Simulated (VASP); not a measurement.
# AlN (F-43m) in VASP: notebook, part 2 of 2

VASP 6.6.1.

### Step 3. Single point, LDA

This run uses another cell than the first one, of 10.23 Å³/atom.

Input file INCAR:

```
ALGO = Normal
EDIFF = 1E-6
ENCUT = 600
GGA_COMPAT = F
ISIF = 2
ISMEAR = 0
LASPH = T
LCHARG = F
LREAL = F
LWAVE = F
NBANDS = 11
NELM = 120
PREC = Accurate
SIGMA = 0.02
```

Input file KPOINTS:

```
k-points
0
Gamma
  10 10 10
```

Input file POSCAR:

```
AlN
1.0
    0.0000000000      2.1710498759      2.1710498759
    2.1710498759      0.0000000000      2.1710498759
    2.1710498759      2.1710498759      0.0000000000
Al N
1 1
Direct
    0.0000000000      0.0000000000      0.0000000000
    0.2500000000      0.2500000000      0.2500000000
```

Potentials or basis: VASP PAW LDA potentials, release 64 (Al, N).

Run with:

```bash
cat potpaw_LDA.64/Al/POTCAR potpaw_LDA.64/N/POTCAR > POTCAR
mpirun -np 1 vasp_std > vasp.out
```

OUTCAR:

```text
EDIFF = 1E-6
   ENCUT = 600
   ISIF = 2
   ISMEAR = 0
   LASPH = T
   LREAL = F
   NELM = 120
   PREC = Accurate

 ion  position               nearest neighbor table
   1  0.000  0.000  0.000-   2 1.88   2 1.88   2 1.88   2 1.88
   2  0.250  0.250  0.250-   1 1.88   1 1.88   1 1.88   1 1.88

  LATTYP: Found a face centered cubic cell.
 ALAT       =     4.3420997518

  Lattice vectors:

 A1 = (   0.0000000000,   2.1710498759,   2.1710498759)
 A2 = (   2.1710498759,   0.0000000000,   2.1710498759)
 A3 = (   2.1710498759,   2.1710498759,   0.0000000000)

Analysis of symmetry for initial positions (statically):
=====================================================================
 Subroutine PRICEL returns:
 Original cell was already a primitive cell.

 Routine SETGRP: Setting up the symmetry group for a
 face centered cubic supercell.

 Subroutine GETGRP returns: Found 24 space group operations
 (whereof 24 operations were pure point group operations)
 out of a pool of 48 trial point group operations.

The static configuration has the point symmetry T_d .

[... 169 lines left out ...]
  band No.  band energies     occupation
      1      -9.0505      2.00000
      2       5.8778      2.00000
      3       5.8778      2.00000
      4       5.8778      2.00000
      5      10.2724      0.00000
      6      18.3872      0.00000
      7      18.3872      0.00000
      8      18.3872      0.00000
      9      23.5430      0.00000
     10      23.5430      0.00000
     11      24.9623      0.00000
[... 309 lines left out ...]
 k-point    24 :       0.4000    0.3000    0.0000
  band No.  band energies     occupation
      1      -6.9325      2.00000
      2       1.6747      2.00000
      3       4.1354      2.00000
      4       4.4438      2.00000
      5      10.7406      0.00000
      6      15.3313      0.00000
      7      18.1888      0.00000
      8      20.4387      0.00000
      9      20.9546      0.00000
     10      27.1718      0.00000
     11      29.5840      0.00000

 [... further k-points ...]

------------------------ aborting loop because EDIFF is reached ----------------------------------------

  FORCE on cell =-STRESS in cart. coord.  units (eV):
  Direction    XX          YY          ZZ          XY          YZ          ZX
  --------------------------------------------------------------------------------------
  -------------------------------------------------------------------------------------
  Total        0.0728028      0.0728028      0.0728028     -0.0000000      0.0000000      0.0000000
  in kB        5.6992725      5.6992725      5.6992725     -0.0000000      0.0000000      0.0000000
  external PRESSURE =       5.6992725 kB  Pullay stress =       0.0000000 kB

 VOLUME and BASIS-vectors are now :
 -----------------------------------------------------------------------------
  energy-cutoff  :      600.00
  volume of cell :       20.47
      direct lattice vectors                 reciprocal lattice vectors
     0.000000000  2.171049876  2.171049876    -0.230303323  0.230303323  0.230303323
     2.171049876  0.000000000  2.171049876     0.230303323 -0.230303323  0.230303323
     2.171049876  2.171049876  0.000000000     0.230303323  0.230303323 -0.230303323

 POSITION                                       TOTAL-FORCE (eV/Angst)
 -----------------------------------------------------------------------------------
      0.00000      0.00000      0.00000        -0.000000     -0.000000     -0.000000
      1.08552      1.08552      1.08552         0.000000      0.000000      0.000000
 -----------------------------------------------------------------------------------
    total drift:                               -0.000000     -0.000000     -0.000000

  FREE ENERGIE OF THE ION-ELECTRON SYSTEM (eV)
  ---------------------------------------------------
  free  energy   TOTEN  =       -16.3760220215 eV

  energy  without entropy=      -16.3760220215  energy(sigma->0) =      -16.37602202
```

stdout:

```text
POSCAR found type information on POSCAR AlN
 POSCAR found :  2 types and       2 ions
 scaLAPACK will be used
 LDA part: xc-table for (Slater(with rela. corr.)+CA(PZ))
 , standard interpolation
 POSCAR, INCAR and KPOINTS ok, starting setup
 FFT: planning ... GRIDC
 FFT: planning ... GRID_SOFT
 FFT: planning ... GRID
 WAVECAR not read
 entering main loop
```

Run time: 11 s. Hardware: 1 thread of AMD EPYC 7R13 (Zen 3), shared host; peak memory 0.11 GiB.

Results:

```
Free energy            : -16.3760 eV
Pressure               : 0.6 GPa
Band gap on the k mesh : 3.23 eV (least direct gap 4.39 eV)
```

Levels at points of the mesh, in eV from the valence-band top:
```csv
k point,band 1,band 2,band 3,band 4,band 5,band 6,band 7,band 8,band 9
"(0.00, 0.00, 0.00)",-14.93,0.00,0.00,0.00,4.39,12.51,12.51,12.51,17.67
"(0.50, 0.00, 0.00)",-12.75,-5.99,-0.49,-0.49,7.43,9.89,11.07,11.07,17.98
"(0.50, 0.50, 0.00)",-12.08,-5.01,-1.81,-1.81,3.23,8.52,13.99,15.71,15.71
```

A k mesh can miss the band edges.

### Step 4. Relaxation of cell and atoms, LDA

Input file INCAR:

```
SYSTEM = AlN
ALGO = Normal
EDIFF = 1E-7
EDIFFG = -0.002
ENCUT = 600
GGA = CA
GGA_COMPAT = .False.
IBRION = 2
ISIF = 3
ISMEAR = 0
LASPH = .True.
LCHARG = .False.
LREAL = .False.
LWAVE = .False.
NELM = 120
NELMIN = 4
NSW = 100
PREC = Accurate
SIGMA = 0.02
```

Input file KPOINTS:

```
k-points
0
Gamma
  10 10 10
  0 0 0
```

Input file POSCAR:

```
AlN
1.0
    0.0000000000      2.1900000000      2.1900000000
    2.1900000000      0.0000000000      2.1900000000
    2.1900000000      2.1900000000      0.0000000000
Al N
1 1
Direct
    0.0000000000      0.0000000000      0.0000000000
    0.2500000000      0.2500000000      0.2500000000
```

Run with:

```bash
cat potpaw_LDA.64/Al/POTCAR potpaw_LDA.64/N/POTCAR > POTCAR
mpirun -np 1 vasp_std > vasp.out
```

Run time: 17 s. Hardware: 1 thread of AMD EPYC 7R13 (Zen 3), shared host; peak memory 0.11 GiB.

The run converged. Its results:

| Property | Result |
| --- | --- |
| Free energy | -16.3768 eV |
| Relaxed volume | 10.26 Å³/atom |
| Relaxed cell | a = 3.073 Å, b = 3.073 Å, c = 3.073 Å, α = 60.00°, β = 60.00°, γ = 60.00° |
| Space group after relaxing (to 0.1 Å) | F-43m (No. 216) |
| Energy gained by relaxing | 3.7 meV/atom |
| Ionic steps | 3 |
| Pressure after relaxing | 0.0 GPa |
| Band gap on the k mesh | 3.23 eV (least direct gap 4.37 eV) |

The path:
| step | energy change (eV) | largest force (eV/Å) | pressure (GPa) | volume (Å³) |
| --- | --- | --- | --- | --- |
| 1 | 0.0000 | 0.0000 | -4.73 | 21.01 |
| 2 | -0.0008 | 0.0000 | 4.79 | 20.08 |
| 3 | -0.0073 | 0.0000 | -0.03 | 20.52 |

Final structure:
```cif
data_structure
_symmetry_space_group_name_H-M 'P 1'
_symmetry_Int_Tables_number 1
_cell_length_a 3.0731
_cell_length_b 3.0731
_cell_length_c 3.0731
_cell_angle_alpha 60.000
_cell_angle_beta 60.000
_cell_angle_gamma 60.000
_cell_volume 20.52
loop_
_atom_site_label
_atom_site_type_symbol
_atom_site_fract_x
_atom_site_fract_y
_atom_site_fract_z
_atom_site_occupancy
Al1 Al 0.00000 0.00000 0.00000 1
N1 N 0.25000 0.25000 0.25000 1
```

Levels at points of the mesh, in eV from the valence-band top:
```csv
k point,band 1,band 2,band 3,band 4,band 5,band 6,band 7,band 8
"(0.00, 0.00, 0.00)",-14.91,0.00,0.00,0.00,4.37,12.48,12.48,12.48
"(0.50, 0.00, 0.00)",-12.75,-5.97,-0.49,-0.49,7.41,9.87,11.06,11.06
"(0.50, 0.50, 0.00)",-12.07,-5.00,-1.81,-1.81,3.23,8.50,13.96,15.68
```

### Step 5. The runs side by side

```tsv
task	cell	k mesh	smearing	gap on the mesh (eV)	pressure (GPa)
single point	a = 3.097 Å, angles 60.0°, 2 atoms	8 × 8 × 8	gaussian 0.1 eV	3.22	-4.7
single point	a = 3.070 Å, angles 60.0°, 2 atoms	10 × 10 × 10	gaussian 0.02 eV	3.23	0.6
relaxation of cell and atoms	relaxed from a = 3.097 Å, angles 60.0°, 2 atoms	10 × 10 × 10	gaussian 0.02 eV	3.23	0.0
```

Alike in all rows: level LDA; potentials or basis VASP PAW LDA potentials, release 64 (Al, N); no spin polarisation; cutoff (eV) 600.

Caveats: the cell stands under tension (at least some runs).

Absolute energies hang on the potentials; compare differences alone.
